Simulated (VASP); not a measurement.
# SrTe (Fm-3m) in VASP: a series of runs

The runs below take SrTe through relaxation of the atoms, with PBEsol.

Program: VASP 6.6.1. These are calculated values, not measurements. Logs are shortened: lines on timing, memory, paths and dates and some standing lists are left out, and cuts for length are marked.

### 1 The cell of the first run

It takes space group Fm-3m (No. 225, cubic). The conventional cell has a = 5.499 Å, b = 5.499 Å, c = 5.499 Å, α = 90.00°, β = 90.00°, γ = 90.00°. Sr (site symmetry m-3m) has 6 Te at 2.75 Å within 3.6 Å. Within 3.6 Å of Te (site symmetry m-3m) lie 6 Sr at 2.75 Å.

### 2 Relaxation of the atoms, PBEsol

INCAR

```
SYSTEM = SrTe
  ALGO = Normal
  EDIFF = 1E-7
  EDIFFG = -0.01
  ENCUT = 450
  GGA = PS
  GGA_COMPAT = .FALSE.
  IBRION = 2
  ISIF = 2
  ISMEAR = -1
  LASPH = .TRUE.
  LCHARG = .FALSE.
  LREAL = .FALSE.
  LWAVE = .FALSE.
  NELM = 120
  NELMIN = 4
  NSW = 50
  PREC = Accurate
  SIGMA = 0.03
```

KPOINTS

```
k-points
0
G
  7 7 7
  0 0 0
```

POSCAR

```
SrTe
1.0
    0.0000000000      2.7495072504      2.7495072504
    2.7495072504      0.0000000000      2.7495072504
    2.7495072504      2.7495072504      0.0000000000
Sr Te
1 1
Direct
    0.0000000000      0.0000000000      0.0000000000
    0.5000000000      0.5000000000      0.5000000000
```

Potentials or basis: VASP PAW PBE potentials, release 64 (Sr_sv, Te).

Started as:

```sh
> cat potpaw_PBE.64/Sr_sv/POTCAR potpaw_PBE.64/Te/POTCAR > POTCAR
> mpirun -np 1 vasp_std > vasp.out
```

OUTCAR:

```text
SYSTEM = SrTe
   EDIFF = 1E-7
   EDIFFG = -0.01
   ENCUT = 450
   GGA = PS
   IBRION = 2
   ISIF = 2
   ISMEAR = -1
   LASPH = .TRUE.
   LREAL = .FALSE.
   NELM = 120
   NELMIN = 4
   NSW = 50
   PREC = Accurate

 ion  position               nearest neighbor table
   1  0.000  0.000  0.000-   2 2.75   2 2.75   2 2.75   2 2.75   2 2.75   2 2.75
   2  0.500  0.500  0.500-   1 2.75   1 2.75   1 2.75   1 2.75   1 2.75   1 2.75

  LATTYP: Found a face centered cubic cell.
 ALAT       =     5.4990145008

  Lattice vectors:

 A1 = (   0.0000000000,   2.7495072504,   2.7495072504)
 A2 = (   2.7495072504,   0.0000000000,   2.7495072504)
 A3 = (   2.7495072504,   2.7495072504,   0.0000000000)

Analysis of symmetry for initial positions (statically):
=====================================================================
 Subroutine PRICEL returns:
 Original cell was already a primitive cell.

 Routine SETGRP: Setting up the symmetry group for a
 face centered cubic supercell.

 Subroutine GETGRP returns: Found 48 space group operations
 (whereof 48 operations were pure point group operations)
 out of a pool of 48 trial point group operations.

The static configuration has the point symmetry O_h .

Analysis of symmetry for dynamics (positions and initial velocities):
=====================================================================
 Subroutine PRICEL returns:
 Original cell was already a primitive cell.

 Routine SETGRP: Setting up the symmetry group for a
 face centered cubic supercell.

 Subroutine GETGRP returns: Found 48 space group operations
 (whereof 48 operations were pure point group operations)
 out of a pool of 48 trial point group operations.

The dynamic configuration has the point symmetry O_h .

 Subroutine INISYM returns: Found 48 space group operations
 (whereof 48 operations are pure point group operations),
 and found     1 'primitive' translations

----------------------------------------------------------------------------------------

                                     Primitive cell

  volume of cell :      41.5714

  direct lattice vectors                    reciprocal lattice vectors
     0.000000000  2.749507250  2.749507250    -0.181850766  0.181850766  0.181850766
     2.749507250  0.000000000  2.749507250     0.181850766 -0.181850766  0.181850766
     2.749507250  2.749507250  0.000000000     0.181850766  0.181850766 -0.181850766

  length of vectors
     3.888390443  3.888390443  3.888390443     0.314974766  0.314974766  0.314974766

  position of ions in fractional coordinates (direct lattice)
     0.000000000  0.000000000  0.000000000
     0.500000000  0.500000000  0.500000000

  ion indices of the primitive-cell ions
   primitive index   ion index
                 1           1
                 2           2

----------------------------------------------------------------------------------------

 KPOINTS: k-points

Automatic generation of k-mesh.
 Grid dimensions read from file:
 generate k-points for:    7    7    7

 Generating k-lattice:

  Cartesian coordinates                     Fractional coordinates (reciprocal lattice)
    -0.025978681  0.025978681  0.025978681     0.142857143  0.000000000  0.000000000
     0.025978681 -0.025978681  0.025978681     0.000000000  0.142857143  0.000000000
     0.025978681  0.025978681 -0.025978681     0.000000000  0.000000000  0.142857143

  Length of vectors
     0.044996395  0.044996395  0.044996395

  Shift w.r.t. Gamma in fractional coordinates (k-lattice)
     0.000000000  0.000000000  0.000000000

 Subroutine IBZKPT returns following result:
 ===========================================

 Found     20 irreducible k-points:

 Following reciprocal coordinates:
            Coordinates               Weight
  0.000000  0.000000  0.000000      1.000000
  0.142857  0.000000  0.000000      8.000000
  0.285714  0.000000  0.000000      8.000000
  0.428571  0.000000  0.000000      8.000000
  0.142857  0.142857  0.000000      6.000000
  0.285714  0.142857  0.000000     24.000000
[... 12 lines left out ...]
 -0.428571  0.428571  0.142857     24.000000
 -0.285714  0.428571  0.142857     24.000000
   k-points           NKPTS =     20   k-points in BZ     NKDIM =     20   number of bands    NBANDS=     12
   number of dos      NEDOS =    301   number of ions     NIONS =      2
   total plane-waves  NPLWV =  21952
   dimension x,y,z NGX =    28 NGY =   28 NGZ =   28
   dimension x,y,z NGXF=    56 NGYF=   56 NGZF=   56
   ions per type =               1   1
   NGX,Y,Z   is equivalent  to a cutoff of  11.97, 11.97, 11.97 a.u.
   NGXF,Y,Z  is equivalent  to a cutoff of  23.94, 23.94, 23.94 a.u.
 SYSTEM =  SrTe
   PREC   = accura    normal or accurate (medium, high low for compatibility)
   ISTART =      0    job   : 0-new  1-cont  2-samecut
   ICHARG =      2    charge: 1-file 2-atom 10-const
   ISPIN  =      1    spin polarized calculation?
   LNONCOLLINEAR =      F non collinear calculations
   LSORBIT =      F    spin-orbit coupling
   LASPH  =      T    aspherical Exc in radial PAW
   ENCUT  =  450.0 eV  33.07 Ry    5.75 a.u.   6.73  6.73  6.73*2*pi/ulx,y,z
   NELM   =    120;   NELMIN=  4; NELMDL= -5     # of ELM steps
   EDIFF  = 0.1E-06   stopping-criterion for ELM
   LREAL  =      F    real-space projection
   EDIFFG = -.1E-01   stopping-criterion for IOM
   NSW    =     50    number of steps for IOM
   IBRION =      2    ionic relax: 0-MD 1-quasi-New 2-CG
   NFREE  =      1    steps in history (QN), initial steepest desc. (CG)
   ISIF   =      2    stress and relaxation
   ISYM   =      2    0-nonsym 1-usesym 2-fastsym
   POTIM  = 0.5000    time-step for ionic-motion
   TEBEG  =    0.0;   TEEND  =   0.0 temperature during run
   PSTRESS=    0.0 pullay stress
   NELECT =      16.0000    total number of electrons
   NUPDOWN=      -1.0000    fix difference up-down
   EMIN   =  10.00;   EMAX   =-10.00  energy-range for DOS
   EFERMI =   0.00;   METHOD = LEGACY
   ISMEAR =    -1;   SIGMA  =   0.03  broadening in eV -4-tet -1-fermi 0-gaus
   EFERMI_NEDOS =   21; number of points for ismear=-14 and -15
   IALGO  =     38    algorithm
   IMIX   =      4    mixing-type and parameters
     AMIX     =   0.40;   BMIX     =  1.00
     AMIX_MAG =   1.60;   BMIX_MAG =  1.00
  volume/ion in A,a.u.               =      20.79       140.27
  Fermi-wavevector in a.u.,A,eV,Ry     =   1.190831  2.250343 19.294113  1.418077
  Thomas-Fermi vector in A             =   2.326906
   LORBIT       =      0    0 simple, 1 ext, 2 COOP (PROOUT), +10 PAW based schemes
   GGA     = PS    functional components
   LHFCALC =     F    Hartree Fock is set to
   AEXX    =    0.0000 exact exchange contribution
   IVDW    =     0    specifies the selected vdW correction
   LEPSILON=     F    determine dielectric tensor
   LRPA    =     F    only Hartree local field effects (RPA)
 conjugate gradient relaxation of ions
 non-spin polarized calculation
  energy-cutoff  :      450.00
  volume of cell :       41.57
 maximum number of plane-waves:       914
   NGX = 13   NGY = 13   NGZ = 13

 number of electron      16.0000000 magnetization

 Free energy of the ion-electron system (eV)
  ---------------------------------------------------
  ext. energy  EPLUGINS =         0.00000000
  ---------------------------------------------------
  free energy    TOTEN  =        -5.12724941 eV

  energy without entropy =       -5.12606820  energy(sigma->0) =       -5.12665880

 E-fermi :   7.9362     XC(G=0): -11.2583

 val. band max:        7.9032294075   @ k =   0.1429   0.1429   0.0000
 cond. band min:       8.2734812897   @ k =   0.2857   0.2857   0.0000
 fundamental gap:      0.3702518822
 Fermi energy:         7.9361909200

 k-point     1 :       0.0000    0.0000    0.0000
  band No.  band energies     occupation
      1     -25.5401      2.00000
      2      -7.7361      2.00000
      3      -7.7361      2.00000
      4      -7.7361      2.00000
      5      -4.0741      2.00000
      6       8.6135      0.00000
      7       8.6135      0.00000
      8       8.6135      0.00000
      9      10.2729      0.00000
     10      10.2729      0.00000
     11      10.2729      0.00000
     12      11.8347      0.00000

 k-point     2 :       0.1429    0.0000    0.0000
  band No.  band energies     occupation
      1     -25.5214      2.00000
      2      -8.1174      2.00000
      3      -7.7363      2.00000
      4      -7.7363      2.00000
      5      -3.4793      2.00000
      6       6.9660      2.00000
      7       7.5455      2.00000
      8       7.5455      2.00000
      9      10.7101      0.00000
     10      10.7875      0.00000
     11      10.7875      0.00000
     12      13.3098      0.00000

 k-point     3 :       0.2857    0.0000    0.0000
  band No.  band energies     occupation
      1     -25.4790      2.00000
      2      -8.7574      2.00000
      3      -7.7360      2.00000
      4      -7.7360      2.00000
      5      -2.2438      2.00000
      6       4.7549      2.00000
      7       6.2556      2.00000
      8       6.2556      2.00000
      9      11.1606      0.00000
     10      11.9610      0.00000
     11      11.9610      0.00000
     12      16.0576      0.00000
[... 226 lines left out ...]
 k-point    19 :      -0.4286    0.4286    0.1429
  band No.  band energies     occupation
      1     -25.4084      2.00000
      2      -8.6002      2.00000
      3      -8.1627      2.00000
      4      -8.1095      2.00000
      5      -2.5199      2.00000
      6       5.2950      2.00000
      7       6.2617      2.00000
      8       6.3027      2.00000
      9       9.8235      0.00000
     10      14.0007      0.00000
     11      14.4312      0.00000
     12      15.7392      0.00000

 k-point    20 :      -0.2857    0.4286    0.1429
  band No.  band energies     occupation
      1     -25.4058      2.00000
      2      -8.5191      2.00000
      3      -8.3897      2.00000
      4      -8.0567      2.00000
      5      -2.1873      2.00000
      6       4.9584      2.00000
      7       5.8085      2.00000
      8       6.0775      2.00000
      9      11.1612      0.00000
     10      12.7405      0.00000
     11      14.7767      0.00000
     12      15.5719      0.00000

------------------------ aborting loop because EDIFF is reached ----------------------------------------

  FORCE on cell =-STRESS in cart. coord.  units (eV):
  Direction    XX          YY          ZZ          XY          YZ          ZX
  --------------------------------------------------------------------------------------
  -------------------------------------------------------------------------------------
  Total       15.8697610     15.8697610     15.8697610      0.0000000     -0.0000000     -0.0000000
  in kB      611.6266011    611.6266011    611.6266011      0.0000000     -0.0000000     -0.0000000
  external PRESSURE =     611.6266011 kB  Pullay stress =       0.0000000 kB

 VOLUME and BASIS-vectors are now :
 -----------------------------------------------------------------------------
  energy-cutoff  :      450.00
  volume of cell :       41.57
      direct lattice vectors                 reciprocal lattice vectors
     0.000000000  2.749507250  2.749507250    -0.181850766  0.181850766  0.181850766
     2.749507250  0.000000000  2.749507250     0.181850766 -0.181850766  0.181850766
     2.749507250  2.749507250  0.000000000     0.181850766  0.181850766 -0.181850766

 POSITION                                       TOTAL-FORCE (eV/Angst)
 -----------------------------------------------------------------------------------
      0.00000      0.00000      0.00000         0.000000      0.000000     -0.000000
      2.74951      2.74951      2.74951        -0.000000     -0.000000      0.000000
 -----------------------------------------------------------------------------------
    total drift:                               -0.000000      0.000000      0.000000

  FREE ENERGIE OF THE ION-ELECTRON SYSTEM (eV)
  ---------------------------------------------------
  free  energy   TOTEN  =        -5.1272494103 eV

  energy  without entropy=       -5.1260681964  energy(sigma->0) =       -5.12665880

 reached required accuracy - stopping structural energy minimisation
```

It used 14 s of CPU time on 1 thread of AMD EPYC 7R13 Processor (Zen 3) (shared host).

What came out:

```yaml
Free_energy: -5.1272 eV
Pressure_after_relaxing: 61.2 GPa
Band_gap_on_the_k_mesh: zero (band 8 reaches 8.61 eV, above the bottom of band 9 at 7.62 eV)
```

Final structure:
```yaml
crystal:
  lattice:
    - [0.00000, 2.74951, 2.74951]
    - [2.74951, 0.00000, 2.74951]
    - [2.74951, 2.74951, 0.00000]
  atoms:
    - { symbol: Sr, position: [0.00000, 0.00000, 0.00000] }
    - { symbol: Te, position: [0.50000, 0.50000, 0.50000] }
```

Levels at points of the mesh, in eV from the Fermi level:
| k point | band 4 | band 5 | band 6 | band 7 | band 8 | band 9 | band 10 | band 11 | band 12 |
| --- | --- | --- | --- | --- | --- | --- | --- | --- | --- |
| (0.00, 0.00, 0.00) | -15.67 | -12.01 | 0.68 | 0.68 | 0.68 | 2.34 | 2.34 | 2.34 | 3.90 |

Caveat: the relaxation stopped at its first step, so nothing moved; the PAW data sets were made with another functional, which shifts forces and pressure a little; spin-orbit coupling is left out, which moves the levels of the heavy elements.

### 3 Relaxation of the atoms, PBEsol

This run uses another cell than the first one, of 24.56 Å³/atom, 1.182 times its volume.

INCAR

```
  PREC = Accurate
  ENCUT = 450
  EDIFF = 1E-7
  ISMEAR = -1
  SIGMA = 0.03
  LREAL = False
  LASPH = True
  NELM = 120
  ALGO = Normal
  ISIF = 2
  LWAVE = False
  LCHARG = False
  GGA = PS
  IBRION = 2
  NSW = 50
  EDIFFG = -0.01
  GGA_COMPAT = False
  NELMIN = 4
```

KPOINTS

```
Automatic mesh
0
Gamma
  7 7 7
```

POSCAR

```
SrTe
1.0
    0.0000000000      2.9069557770      2.9069557770
    2.9069557770      0.0000000000      2.9069557770
    2.9069557770      2.9069557770      0.0000000000
Sr Te
1 1
Direct
    0.0000000000      0.0000000000      0.0000000000
    0.5000000000      0.5000000000      0.5000000000
```

Potentials or basis: VASP PAW PBE potentials, release 64 (Sr_sv, Te).

Started as:

```sh
> cat potpaw_PBE.64/Sr_sv/POTCAR potpaw_PBE.64/Te/POTCAR > POTCAR
> mpirun -np 1 vasp_std > vasp.out
```

OUTCAR:

```text
PREC = Accurate
   ENCUT = 450
   EDIFF = 1E-7
   ISMEAR = -1
   LREAL = False
   LASPH = True
   NELM = 120
   ISIF = 2
   GGA = PS
   IBRION = 2
   NSW = 50
   EDIFFG = -0.01
   NELMIN = 4

 ion  position               nearest neighbor table
   1  0.000  0.000  0.000-   2 2.91   2 2.91   2 2.91   2 2.91   2 2.91   2 2.91
   2  0.500  0.500  0.500-   1 2.91   1 2.91   1 2.91   1 2.91   1 2.91   1 2.91

  LATTYP: Found a face centered cubic cell.
 ALAT       =     5.8139115540
[... 484 lines left out ...]

  FORCE on cell =-STRESS in cart. coord.  units (eV):
  Direction    XX          YY          ZZ          XY          YZ          ZX
  --------------------------------------------------------------------------------------
  -------------------------------------------------------------------------------------
  Total        9.4583335      9.4583335      9.4583335     -0.0000000      0.0000000      0.0000000
  in kB      308.4465625    308.4465625    308.4465625     -0.0000000      0.0000000      0.0000000
  external PRESSURE =     308.4465625 kB  Pullay stress =       0.0000000 kB

 VOLUME and BASIS-vectors are now :
 -----------------------------------------------------------------------------
  energy-cutoff  :      450.00
  volume of cell :       49.13
      direct lattice vectors                 reciprocal lattice vectors
     0.000000000  2.906955777  2.906955777    -0.172001241  0.172001241  0.172001241
     2.906955777  0.000000000  2.906955777     0.172001241 -0.172001241  0.172001241
     2.906955777  2.906955777  0.000000000     0.172001241  0.172001241 -0.172001241

 POSITION                                       TOTAL-FORCE (eV/Angst)
 -----------------------------------------------------------------------------------
      0.00000      0.00000      0.00000        -0.000000     -0.000000     -0.000000
      2.90696      2.90696      2.90696         0.000000      0.000000      0.000000
 -----------------------------------------------------------------------------------
    total drift:                                0.000000      0.000000      0.000000

  FREE ENERGIE OF THE ION-ELECTRON SYSTEM (eV)
  ---------------------------------------------------
  free  energy   TOTEN  =        -7.2201348741 eV

  energy  without entropy=       -7.2191913180  energy(sigma->0) =       -7.21966310

 reached required accuracy - stopping structural energy minimisation
```

CONTCAR:

```text
SrTe
   1.00000000000000
     0.0000000000000000    2.9069557769999999    2.9069557769999999
     2.9069557769999999    0.0000000000000000    2.9069557769999999
     2.9069557769999999    2.9069557769999999    0.0000000000000000
  Sr              Te
     1     1
Direct
     0.0000000000000000    0.0000000000000000    0.0000000000000000
     0.5000000000000000    0.5000000000000000    0.5000000000000000

  0.00000000E+00  0.00000000E+00  0.00000000E+00
  0.00000000E+00  0.00000000E+00  0.00000000E+00
```

It used 14 s of CPU time on 1 thread of AMD EPYC 7R13 Processor (Zen 3) (shared host).

What came out:

* Free energy: -7.2201 eV
* Pressure after relaxing: 30.8 GPa
* Band gap on the k mesh: 0.04 eV, indirect (least direct gap 1.03 eV)

Final structure:
```
Sr Te
1.0
     0.00000    2.90696    2.90696
     2.90696    0.00000    2.90696
     2.90696    2.90696    0.00000
Sr Te
1 1
Cartesian
  0.0000 0.0000 0.0000
  2.9070 2.9070 2.9070
```

Caveat: the relaxation stopped at its first step, so nothing moved; the PAW data sets were made with another functional, which shifts forces and pressure a little; spin-orbit coupling is left out, which moves the levels of the heavy elements.
